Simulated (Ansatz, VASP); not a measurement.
# Two plane-wave programs on MoSe3

The input INCAR:

```
  PREC = Accurate
  ENCUT = 500
  EDIFF = 1E-6
  ISMEAR = 0
  SIGMA = 0.2
  LREAL = F
  LASPH = T
  NELM = 120
  ALGO = Normal
  ISIF = 2
  LWAVE = F
  LCHARG = T
  GGA = PE
  LELF = T
  LVHAR = T
  NBANDS = 24
  GGA_COMPAT = F
```

Contents of KPOINTS:

```
regular mesh
0
Gamma
  8 6 6
```

Contents of POSCAR:

```
MoSe3
1.0
    0.0000000000      0.0000000000      3.0055611715
    6.6906103689      0.0000000000      0.0000000000
   -3.3453051845      5.7942385463      0.0000000000
Mo Se
1 3
Direct
    0.0000000000      0.0000000000      0.0000000000
    0.5000000000      0.2992033493      0.0000000000
    0.5000000000      1.0000000000      0.2992033493
    0.5000000000      0.7007966507      0.7007966507
```

Input for Ansatz:

```yaml
crystal:
  lattice:
    - [0.0, 0.0, 3.0055611715]
    - [6.6906103689, 0.0, 0.0]
    - [-3.3453051845, 5.7942385463, 0.0]
  atoms:
    - { symbol: Mo, position: [0.0, 0.0, 0.0] }
    - { symbol: Se, position: [0.5, 0.2992033493, 0.0] }
    - { symbol: Se, position: [0.5, 1.0, 0.2992033493] }
    - { symbol: Se, position: [0.5, 0.7007966507, 0.7007966507] }
basis:
  ecutwfc: 420
kpoints:
  mp_grid: { grid: [8, 6, 6] }
hamiltonian:
  xc: pbe
scf:
  occupations: { method: gaussian, width: 0.2 }
  lower_state_search: "off"
output:
  forces: true
  stress: true
  eigenvalues: true
```

Alike in both runs: task single point; functional PBE; k mesh 8 × 6 × 6; occupations gaussian, width 0.2 eV; no spin polarisation.

```csv
,VASP,Ansatz
version,VASP 6.6.1,Ansatz 0.2.0
potentials or method,"VASP PAW PBE potentials, release 64 (Mo_sv, Se), cutoff 500 eV","scalar-relativistic, plane waves, PAW"
valence electrons in the cell,32,62
```

Ansatz gave:

```
gap on the k mesh at the Fermi level (eV)                     : none
pressure (GPa)                                                : 0.0
traceless stress, the component that is largest in VASP (GPa) : 0.02
rms of the force components (eV/Å)                            : 0.002
```

Question: What did VASP give for the same quantities?

Answer: gap on the k mesh at the Fermi level (eV): none; pressure (GPa): 0.2; traceless stress, the component that is largest in VASP (GPa): 0.05; rms of the force components (eV/Å): 0.016.

Atom by atom the forces differ by 0.014 eV/Å (rms over components). A gap of «none» marks a metal or a gap that the smearing closes. VASP's potentials hold 32 valence electrons a cell and Ansatz's 62, so a difference there can come from the potentials and not from the codes.
